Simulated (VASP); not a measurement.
A run of VASP 6.6.1 is set up as follows.

Contents of INCAR:

```
ALGO = Normal ; EDIFF = 1E-6
ENCUT = 520 ; ISIF = 2
ISMEAR = 0 ; LASPH = True
LCHARG = False ; LREAL = False
LWAVE = False ; NBANDS = 13
NELM = 80 ; PREC = Accurate
SIGMA = 0.1
```

Contents of KPOINTS:

```
k-points
0
Gamma
  18 18 18
```

The input POSCAR:

```
W
1.0
    0.0000000000      1.9864787843      1.9864787843
    1.9864787843      0.0000000000      1.9864787843
    1.9864787843      1.9864787843      0.0000000000
W
1
Direct
    0.0000000000      0.0000000000      0.0000000000
```

Potentials or basis: VASP PAW LDA potentials, release 64 (W_sv).

The run is started by

```bash
$ cat potpaw_LDA.64/W_sv/POTCAR > POTCAR
$ mpirun -np 1 vasp_std > vasp.out
```

Problem. Predict the band gap on the k mesh.

Solution. Zero (band 7 reaches 14.47 eV, above the bottom of band 8 at 10.36 eV).

Problem. Predict the pressure.

Solution. 1.8 GPa.

Caveat: spin-orbit coupling is left out, which moves the levels of the heavy elements.
